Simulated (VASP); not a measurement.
AlN, 2 atoms in the cell. It takes space group F-43m (No. 216, cubic). The conventional cell has a = 4.397 Å, b = 4.397 Å, c = 4.397 Å, α = 90.00°, β = 90.00°, γ = 90.00°. Within 2.5 Å of Al (site symmetry -43m) lie 4 N at 1.90 Å. Within 2.5 Å of N (site symmetry -43m) lie 4 Al at 1.90 Å. 

| Item | Value |
| --- | --- |
| Program | VASP 6.6.1 |
| Task | single point |
| Functional | LDA |
| Potentials or basis | VASP PAW LDA potentials, release 64 (Al, N) |
| Cutoff | 520 eV |
| k mesh | 8 × 8 × 8 |
| Occupations | fermi-dirac, width 0.02 eV |
| Spin | no spin polarisation |
| Dipole correction | no |
| Further INCAR settings | ALGO = Normal; EDIFF = 1e-06; NBANDS = 11 |

Potentials or basis: VASP PAW LDA potentials, release 64 (Al, N).

Command:

```bash
$ cat potpaw_LDA.64/Al/POTCAR potpaw_LDA.64/N/POTCAR > POTCAR
$ mpirun -np 1 vasp_std > vasp.out
```

Hardware: 1 thread of AMD EPYC 9R45 96-Core Processor (Zen 5) (shared host).

Task: Estimate the wall time of this run.

Result: It took 3.6 s on 1 thread of AMD EPYC 9R45 96-Core Processor (Zen 5), on a shared host, peak memory 0.09 GiB. Counts: scf iterations 12, k points 29.
